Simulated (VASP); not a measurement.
# GdN (F-43m) in VASP: notebook, part 2 of 2

VASP 6.6.1. Earlier steps stand in the parts before.

## (3) Single point, PBEsol, collinear spin, ferromagnetic start (17.96 Å³/atom)

This run uses another cell than the first one, of 17.96 Å³/atom.

The input, INCAR:

```
PREC     = Accurate       # precision mode
ENCUT    = 520            # plane-wave cutoff, eV
EDIFF    = 1E-6           # SCF threshold, eV
ISMEAR   = 0              # smearing method
SIGMA    = 0.05           # smearing width, eV
LREAL    = F              # projectors in reciprocal space
LASPH    = T              # aspherical terms in the spheres
NELM     = 150            # most SCF steps
ALGO     = Normal         # electronic algorithm
ISIF     = 2              # what is computed and relaxed
LWAVE    = F              # write WAVECAR
LCHARG   = F              # write CHGCAR
ISPIN    = 2              # spin polarisation
MAGMOM   = 7.45 0         # initial moments
LORBIT   = 11             # projections on sites
LMAXMIX  = 6              # l up to which the mixer works
GGA      = PS             # functional
NBANDS   = 22             # bands
```

The input, KPOINTS:

```
regular mesh
0
Gamma
  10 10 10
```

The input, POSCAR:

```
GdN
1.0
    0.0000000000      2.6188733743      2.6188733743
    2.6188733743      0.0000000000      2.6188733743
    2.6188733743      2.6188733743      0.0000000000
Gd N
1 1
Direct
    0.0000000000      0.0000000000      0.0000000000
    0.2500000000      0.2500000000      0.2500000000
```

Potentials or basis: VASP PAW PBE potentials, release 64 (Gd, N).

The run is started by

```console
$ cat potpaw_PBE.64/Gd/POTCAR potpaw_PBE.64/N/POTCAR > POTCAR
$ mpirun -np 1 vasp_std > vasp.out
```

OUTCAR:

```text
PREC = Accurate
   ENCUT = 520
   EDIFF = 1E-6
   ISMEAR = 0
   LREAL = F
   LASPH = T
   NELM = 150
   ISIF = 2
   ISPIN = 2
   LORBIT = 11
   GGA = PS

 ion  position               nearest neighbor table
   1  0.000  0.000  0.000-   2 2.27   2 2.27   2 2.27   2 2.27
   2  0.250  0.250  0.250-   1 2.27   1 2.27   1 2.27   1 2.27

  LATTYP: Found a face centered cubic cell.
 ALAT       =     5.2377467486

  Lattice vectors:

 A1 = (   0.0000000000,   2.6188733743,   2.6188733743)
 A2 = (   2.6188733743,   0.0000000000,   2.6188733743)
 A3 = (   2.6188733743,   2.6188733743,   0.0000000000)

Analysis of symmetry for initial positions (statically):
=====================================================================
 Subroutine PRICEL returns:
 Original cell was already a primitive cell.

 Routine SETGRP: Setting up the symmetry group for a
 face centered cubic supercell.

 Subroutine GETGRP returns: Found 24 space group operations
 (whereof 24 operations were pure point group operations)
[... 791 lines left out ...]
 k-point     1 :       0.0000    0.0000    0.0000
  band No.  band energies     occupation
      1     -37.6580      1.00000
      2     -15.7271      1.00000
      3     -15.7271      1.00000
      4     -15.7271      1.00000
      5      -9.9311      1.00000
      6       0.2123      1.00000
[... 589 lines left out ...]
     21      12.4691      0.00000
     22      15.7761      0.00000

 [... further k-points ...]
[... 5 lines left out ...]
  --------------------------------------------------------------------------------------
  -------------------------------------------------------------------------------------
  Total        0.6332811      0.6332811      0.6332811      0.0000000     -0.0000000     -0.0000000
  in kB       28.2444812     28.2444812     28.2444812      0.0000000     -0.0000000     -0.0000000
  external PRESSURE =      28.2444812 kB  Pullay stress =       0.0000000 kB

 VOLUME and BASIS-vectors are now :
 -----------------------------------------------------------------------------
  energy-cutoff  :      520.00
  volume of cell :       35.92
      direct lattice vectors                 reciprocal lattice vectors
     0.000000000  2.618873374  2.618873374    -0.190921793  0.190921793  0.190921793
     2.618873374  0.000000000  2.618873374     0.190921793 -0.190921793  0.190921793
     2.618873374  2.618873374  0.000000000     0.190921793  0.190921793 -0.190921793

 POSITION                                       TOTAL-FORCE (eV/Angst)
 -----------------------------------------------------------------------------------
      0.00000      0.00000      0.00000        -0.000000     -0.000000     -0.000000
      1.30944      1.30944      1.30944         0.000000      0.000000      0.000000
 -----------------------------------------------------------------------------------
    total drift:                               -0.000000     -0.000000     -0.000000

  FREE ENERGIE OF THE ION-ELECTRON SYSTEM (eV)
  ---------------------------------------------------
  free  energy   TOTEN  =       -23.5673835753 eV

  energy  without entropy=      -23.5673835753  energy(sigma->0) =      -23.56738358

 total charge

# of ion       s       p       d       f       tot
--------------------------------------------------
    1        2.048   5.620   0.640   7.003  15.311
    2        1.258   2.422   0.000   0.000   3.680
--------------------------------------------------
tot          3.306   8.042   0.640   7.003  18.991

 magnetization (x)

# of ion       s       p       d       f       tot
--------------------------------------------------
    1        0.002  -0.069   0.069   6.788   6.789
    2       -0.008  -0.048   0.000   0.000  -0.056
--------------------------------------------------
tot         -0.006  -0.118   0.069   6.788   6.733
```

OSZICAR:

```text
N       E                     dE             d eps       ncg     rms          rms(c)
DAV:   1     0.137902256913E+03    0.13790E+03   -0.83210E+03  5722   0.542E+03
DAV:   2    -0.369881590422E+01   -0.14160E+03   -0.12095E+03  5778   0.437E+02
[... 35 lines left out ...]
DAV:  38    -0.235674339545E+02    0.79300E-04   -0.93448E-05  5624   0.560E-01    0.326E-01
DAV:  39    -0.235673805888E+02    0.53366E-04   -0.11714E-04  6134   0.629E-01    0.287E-01
DAV:  40    -0.235673845245E+02   -0.39357E-05   -0.76720E-05  7710   0.852E-02    0.123E-01
DAV:  41    -0.235673886356E+02   -0.41111E-05   -0.92617E-06  5630   0.809E-02    0.192E-01
DAV:  42    -0.235673839686E+02    0.46670E-05   -0.31584E-06  3640   0.113E-01    0.225E-01
DAV:  43    -0.235673835753E+02    0.39333E-06   -0.79330E-07  3172   0.196E-02
   1 F= -.23567384E+02 E0= -.23567384E+02  d E =-.194424E-18  mag=     7.0017
```

stdout:

```text
POSCAR found type information on POSCAR GdN
 POSCAR found :  2 types and       2 ions
 scaLAPACK will be used
 -----------------------------------------------------------------------------
|                                                                             |
|                                                                             |
|     You enforced a specific xc type in the INCAR file but a different       |
|     I HOPE YOU KNOW WHAT YOU ARE DOING!                                     |
|                                                                             |
 -----------------------------------------------------------------------------

 LDA part: xc-table for (Slater+PW92), standard interpolation
 POSCAR, INCAR and KPOINTS ok, starting setup
 FFT: planning ... GRIDC
 FFT: planning ... GRID_SOFT
 FFT: planning ... GRID
 WAVECAR not read
 entering main loop
```

It took 5 min on 1 thread of Intel Xeon 6975P-C (Granite Rapids), shared host; peak memory 0.22 GiB.

Results:

```
Free energy                                           : -23.5674 eV
Pressure                                              : 2.8 GPa
Band gap on the k mesh                                : 1.12 eV (least direct gap 1.81 eV)
Net moment                                            : 7.00 μB per cell
Site moments                                          : Gd +6.79; N -0.06 μB
Valence electrons inside the program's atomic spheres : Gd 15.31; N 3.68
```

Caveat: the PAW data sets were made with another functional, which shifts forces and pressure a little; spin-orbit coupling is left out, which moves the levels of the heavy elements; a cell with one magnetic atom can't hold antiferromagnetic order, which such compounds often take; semilocal functionals describe open f shells poorly, which spoils levels, moments and volumes. A k mesh can miss the band edges.

## (4) Single point, PBEsol, collinear spin, ferromagnetic start (18.33 Å³/atom)

This run uses another cell than the first one, of 18.33 Å³/atom.

The input, INCAR:

```
SYSTEM = GdN
PREC = Accurate ; ENCUT = 520
EDIFF = 1E-6 ; ISMEAR = 0
SIGMA = 0.05 ; LREAL = .FALSE.
LASPH = .TRUE. ; NELM = 150
ALGO = Normal ; ISIF = 2
LWAVE = .FALSE. ; LCHARG = .FALSE.
ISPIN = 2 ; MAGMOM = 7.47 0
LORBIT = 11 ; LMAXMIX = 6
GGA = PS ; NBANDS = 22
```

The input, KPOINTS:

```
regular mesh
0
G
  10 10 10
  0 0 0
```

The input, POSCAR:

```
GdN
1.0
    0.0000000000      2.6365690014      2.6365690014
    2.6365690014      0.0000000000      2.6365690014
    2.6365690014      2.6365690014      0.0000000000
Gd N
1 1
Direct
    0.0000000000      0.0000000000      0.0000000000
    0.2500000000      0.2500000000      0.2500000000
```

The run is started by

```console
$ cat potpaw_PBE.64/Gd/POTCAR potpaw_PBE.64/N/POTCAR > POTCAR
$ mpirun -np 1 vasp_std > vasp.out
```

Wall time 4.8 min (1 thread of Intel Xeon 6975P-C (Granite Rapids), shared host); peak memory 0.22 GiB.

The run converged. Its results:

```yaml
Free_energy: -23.5741 eV
Pressure: 0.2 GPa
Band_gap_on_the_k_mesh: 1.12 eV (least direct gap 1.80 eV)
Net_moment: 7.00 μB per cell
Site_moments: Gd +6.79; N -0.06 μB
Valence_electrons_inside_the_program's_atomic_spheres: Gd 15.29; N 3.67
```

Levels at points of the mesh, in eV from the valence-band top:
Spin up:
```csv
k point,band 12,band 13,band 14,band 15,band 16,band 17,band 18,band 19
"(0.00, 0.00, 0.00)",-2.52,-1.75,-1.75,-1.75,1.81,5.06,5.06,8.55
"(0.50, 0.00, 0.00)",-2.52,-1.59,-1.28,-1.28,3.98,5.46,5.46,6.44
"(0.50, 0.50, 0.00)",-2.55,-2.33,0.00,0.00,1.88,4.84,6.85,7.44
```
Spin down:
```
           k point  band 4  band 5  band 6  band 7  band 8  band 9  band 10  band 11  band 12  band 13
(0.00, 0.00, 0.00)  -18.03  -12.13   -1.97   -1.97   -1.97    1.12     2.63     2.63     2.63     2.79
(0.50, 0.00, 0.00)  -18.16  -11.07   -1.40   -1.40   -1.36    2.24     2.52     2.60     2.60     2.76
(0.50, 0.50, 0.00)  -18.36  -10.69   -2.95   -0.20   -0.20    2.30     2.53     2.56     2.67     2.67
```

Caveat: the PAW data sets were made with another functional, which shifts forces and pressure a little; spin-orbit coupling is left out, which moves the levels of the heavy elements; a cell with one magnetic atom can't hold antiferromagnetic order, which such compounds often take; semilocal functionals describe open f shells poorly, which spoils levels, moments and volumes. The state reached can hang on the start; a lower one may exist.

## (5) Single point, PBEsol, collinear spin, ferromagnetic start (18.69 Å³/atom)

This run uses another cell than the first one, of 18.69 Å³/atom.

The input, INCAR:

```
  PREC = Accurate
  ENCUT = 520
  EDIFF = 1E-6
  ISMEAR = 0
  SIGMA = 0.05
  LREAL = F
  LASPH = T
  NELM = 150
  ALGO = Normal
  ISIF = 2
  LWAVE = F
  LCHARG = F
  ISPIN = 2
  MAGMOM = 7.45 0
  LORBIT = 11
  LMAXMIX = 6
  GGA = PS
  NBANDS = 22
```

The input, KPOINTS:

```
regular mesh
0
Gamma
  10 10 10
```

The input, POSCAR:

```
GdN
1.0
    0.0000000000      2.6540302321      2.6540302321
    2.6540302321      0.0000000000      2.6540302321
    2.6540302321      2.6540302321      0.0000000000
Gd N
1 1
Direct
    0.0000000000      0.0000000000      0.0000000000
    0.2500000000      0.2500000000      0.2500000000
```

Potentials or basis: VASP PAW PBE potentials, release 64 (Gd, N).

The run is started by

```console
$ cat potpaw_PBE.64/Gd/POTCAR potpaw_PBE.64/N/POTCAR > POTCAR
$ mpirun -np 1 vasp_std > vasp.out
```

OUTCAR:

```text
PREC = Accurate
   ENCUT = 520
   EDIFF = 1E-6
   ISMEAR = 0
   LREAL = F
   LASPH = T
   NELM = 150
   ISIF = 2
   ISPIN = 2
   LORBIT = 11
   GGA = PS

 ion  position               nearest neighbor table
   1  0.000  0.000  0.000-   2 2.30   2 2.30   2 2.30   2 2.30
   2  0.250  0.250  0.250-   1 2.30   1 2.30   1 2.30   1 2.30

  LATTYP: Found a face centered cubic cell.
 ALAT       =     5.3080604642

  Lattice vectors:

 A1 = (   0.0000000000,   2.6540302321,   2.6540302321)
 A2 = (   2.6540302321,   0.0000000000,   2.6540302321)
 A3 = (   2.6540302321,   2.6540302321,   0.0000000000)

Analysis of symmetry for initial positions (statically):
=====================================================================
 Subroutine PRICEL returns:
 Original cell was already a primitive cell.

 Routine SETGRP: Setting up the symmetry group for a
 face centered cubic supercell.

 Subroutine GETGRP returns: Found 24 space group operations
 (whereof 24 operations were pure point group operations)
 out of a pool of 48 trial point group operations.

The static configuration has the point symmetry T_d .

Analysis of symmetry for dynamics (positions and initial velocities):
=====================================================================
 Subroutine PRICEL returns:
 Original cell was already a primitive cell.

 Routine SETGRP: Setting up the symmetry group for a
 face centered cubic supercell.

 Subroutine GETGRP returns: Found 24 space group operations
 (whereof 24 operations were pure point group operations)
 out of a pool of 48 trial point group operations.

The dynamic configuration has the point symmetry T_d .

Analysis of structural, dynamic, and magnetic symmetry:
=====================================================================
 Subroutine PRICEL returns:
 Original cell was already a primitive cell.

 Routine SETGRP: Setting up the symmetry group for a
[... 142 lines left out ...]
   NGX = 13   NGY = 13   NGZ = 13

 number of electron      22.9999999 magnetization       6.9999952

 Free energy of the ion-electron system (eV)
  ---------------------------------------------------
  ext. energy  EPLUGINS =         0.00000000
  ---------------------------------------------------
  free energy    TOTEN  =       -23.57039822 eV

  energy without entropy =      -23.57039822  energy(sigma->0) =      -23.57039822

 E-fermi :   2.2704     XC(G=0): -10.5490

 val. band max:        2.0131346386   @ k =   0.5000   0.5000   0.0000
 cond. band min:       3.1239550908   @ k =   0.0000   0.0000   0.0000
 fundamental gap:      1.1108204521
 Fermi energy:         2.2704444304

 spin component 1

 k-point     1 :       0.0000    0.0000    0.0000
  band No.  band energies     occupation
      1     -41.0580      1.00000
      2     -18.2789      1.00000
      3     -18.2789      1.00000
      4     -18.2789      1.00000
      5     -10.1008      1.00000
      6      -0.9251      1.00000
[... 589 lines left out ...]
     21      10.9096      0.00000
     22      14.5363      0.00000

 [... further k-points ...]

 spin component 2

 k-point     1 :       0.0000    0.0000    0.0000
  band No.  band energies     occupation
      1     -37.9787      1.00000
      2     -16.0658      1.00000
      3     -16.0658      1.00000
      4     -16.0658      1.00000
      5     -10.0510      1.00000
      6       0.1265      1.00000
[... 589 lines left out ...]
     21      11.8462      0.00000
     22      15.2059      0.00000

 [... further k-points ...]
[... 5 lines left out ...]
  --------------------------------------------------------------------------------------
  -------------------------------------------------------------------------------------
  Total       -0.4541911     -0.4541911     -0.4541911      0.0000000      0.0000000      0.0000000
  in kB      -19.4626351    -19.4626351    -19.4626351      0.0000000      0.0000000      0.0000000
  external PRESSURE =     -19.4626351 kB  Pullay stress =       0.0000000 kB

 VOLUME and BASIS-vectors are now :
 -----------------------------------------------------------------------------
  energy-cutoff  :      520.00
  volume of cell :       37.39
      direct lattice vectors                 reciprocal lattice vectors
     0.000000000  2.654030232  2.654030232    -0.188392730  0.188392730  0.188392730
     2.654030232  0.000000000  2.654030232     0.188392730 -0.188392730  0.188392730
     2.654030232  2.654030232  0.000000000     0.188392730  0.188392730 -0.188392730

 POSITION                                       TOTAL-FORCE (eV/Angst)
 -----------------------------------------------------------------------------------
      0.00000      0.00000      0.00000        -0.000000     -0.000000     -0.000000
      1.32702      1.32702      1.32702         0.000000      0.000000      0.000000
 -----------------------------------------------------------------------------------
    total drift:                               -0.000000     -0.000000     -0.000000

  FREE ENERGIE OF THE ION-ELECTRON SYSTEM (eV)
  ---------------------------------------------------
  free  energy   TOTEN  =       -23.5703982179 eV

  energy  without entropy=      -23.5703982179  energy(sigma->0) =      -23.57039822

 total charge

# of ion       s       p       d       f       tot
--------------------------------------------------
    1        2.045   5.616   0.609   7.002  15.271
    2        1.255   2.403   0.000   0.000   3.658
--------------------------------------------------
tot          3.300   8.018   0.609   7.002  18.928

 magnetization (x)

# of ion       s       p       d       f       tot
--------------------------------------------------
    1        0.001  -0.071   0.068   6.795   6.793
    2       -0.008  -0.049   0.000   0.000  -0.057
--------------------------------------------------
tot         -0.006  -0.120   0.068   6.795   6.737
```

OSZICAR:

```text
N       E                     dE             d eps       ncg     rms          rms(c)
DAV:   1     0.137602871414E+03    0.13760E+03   -0.83195E+03  5804   0.537E+03
DAV:   2    -0.330916163569E+01   -0.14091E+03   -0.12135E+03  5806   0.444E+02
[... 34 lines left out ...]
DAV:  37    -0.235705304175E+02    0.12784E-03   -0.16859E-04  7304   0.573E-01    0.378E-01
DAV:  38    -0.235704587382E+02    0.71679E-04   -0.77513E-05  6616   0.453E-01    0.365E-01
DAV:  39    -0.235704149598E+02    0.43778E-04   -0.59934E-05  6254   0.429E-01    0.336E-01
DAV:  40    -0.235704000482E+02    0.14912E-04   -0.65367E-05  7688   0.325E-01    0.155E-01
DAV:  41    -0.235703987529E+02    0.12952E-05   -0.22517E-05  8004   0.128E-01    0.121E-01
DAV:  42    -0.235703982179E+02    0.53504E-06   -0.36092E-06  4372   0.740E-02
   1 F= -.23570398E+02 E0= -.23570398E+02  d E =-.471783E-15  mag=     7.0000
```

It took 4.8 min on 1 thread of Intel Xeon 6975P-C (Granite Rapids), shared host; peak memory 0.23 GiB.

What came out:

```
Free energy                                           : -23.5704 eV
Pressure                                              : -1.9 GPa
Band gap on the k mesh                                : 1.11 eV (least direct gap 1.79 eV)
Net moment                                            : 7.00 μB per cell
Site moments                                          : Gd +6.79; N -0.06 μB
Valence electrons inside the program's atomic spheres : Gd 15.27; N 3.66
```

Levels at points of the mesh, in eV from the valence-band top:
Spin up:
```
           k point  band 13  band 14  band 15  band 16  band 17  band 18
(0.00, 0.00, 0.00)    -1.71    -1.71    -1.71     1.76     5.01     5.01
(0.50, 0.00, 0.00)    -1.58    -1.24    -1.24     3.95     5.41     5.41
(0.50, 0.50, 0.00)    -2.35     0.00     0.00     1.87     4.79     6.76
```
Spin down:
| k point | band 4 | band 5 | band 6 | band 7 | band 8 | band 9 | band 10 | band 11 | band 12 | band 13 |
| --- | --- | --- | --- | --- | --- | --- | --- | --- | --- | --- |
| (0.00, 0.00, 0.00) | -18.08 | -12.06 | -1.89 | -1.89 | -1.89 | 1.11 | 2.59 | 2.59 | 2.59 | 2.74 |
| (0.50, 0.00, 0.00) | -18.20 | -11.05 | -1.36 | -1.34 | -1.34 | 2.22 | 2.49 | 2.56 | 2.56 | 2.71 |
| (0.50, 0.50, 0.00) | -18.39 | -10.69 | -2.86 | -0.19 | -0.19 | 2.28 | 2.50 | 2.53 | 2.63 | 2.63 |

Caveat: the PAW data sets were made with another functional, which shifts forces and pressure a little; spin-orbit coupling is left out, which moves the levels of the heavy elements; a cell with one magnetic atom can't hold antiferromagnetic order, which such compounds often take; semilocal functionals describe open f shells poorly, which spoils levels, moments and volumes.

## (6) The runs side by side

| cell | gap on the mesh (eV) | pressure (GPa) | moment (μB) |
| --- | --- | --- | --- |
| a = 3.678 Å, angles 60.0°, 2 atoms | 1.12 | 5.2 | 7.00 |
| a = 3.704 Å, angles 60.0°, 2 atoms | 1.12 | 2.8 | 7.00 |
| a = 3.729 Å, angles 60.0°, 2 atoms | 1.12 | 0.2 | 7.00 |
| a = 3.753 Å, angles 60.0°, 2 atoms | 1.11 | -1.9 | 7.00 |

Alike in all rows: task single point; level PBEsol; potentials or basis VASP PAW PBE potentials, release 64 (Gd, N); spin collinear, ferromagnetic start; k mesh 10 × 10 × 10; cutoff (eV) 520; smearing gaussian 0.05 eV.

Caveats: the PAW data sets were made with another functional, which shifts forces and pressure a little; spin-orbit coupling is left out, which moves the levels of the heavy elements; a cell with one magnetic atom can't hold antiferromagnetic order, which such compounds often take; semilocal functionals describe open f shells poorly, which spoils levels, moments and volumes; the cell stands under pressure (at least some runs).

Absolute energies hang on the potentials; compare differences alone.
